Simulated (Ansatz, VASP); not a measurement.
## One calculation of MgO, two programs

```
CELL_PARAMETERS angstrom
0.00000 2.28738 2.28738
2.28738 0.00000 2.28738
2.28738 2.28738 0.00000
ATOMIC_POSITIONS crystal
Mg 0.00000 0.00000 0.00000
O 0.25000 0.25000 0.25000
```

Alike in both runs: functional PBEsol; k mesh 16 × 16 × 16; occupations fermi-dirac, width 0.05 eV; no spin polarisation.

Ansatz relaxed the structure, and its values are those at the end. VASP's run is a single point on that final structure, the one shown.

|  | VASP | Ansatz |
| --- | --- | --- |
| version | VASP 6.6.1 | Ansatz 0.2.0 |
| potentials or method | VASP PAW PBE potentials, release 64 (Mg, O) | PAW with Ansatz's default frozen-core files, scalar-relativistic |
| plane-wave cutoff (eV) | 520 | 420 |
| valence electrons in the cell | 8 | 16 |

VASP gave:

- gap on the k mesh at the Fermi level (eV): 3.49
- pressure (GPa): -0.2

Task: Estimate Ansatz's values.

Result: gap on the k mesh at the Fermi level (eV): 3.49; pressure (GPa): 0.0.

VASP's potentials were made for PBE, not for PBEsol. VASP's potentials hold 8 valence electrons a cell and Ansatz's 16, so a difference there can come from the potentials and not from the codes.
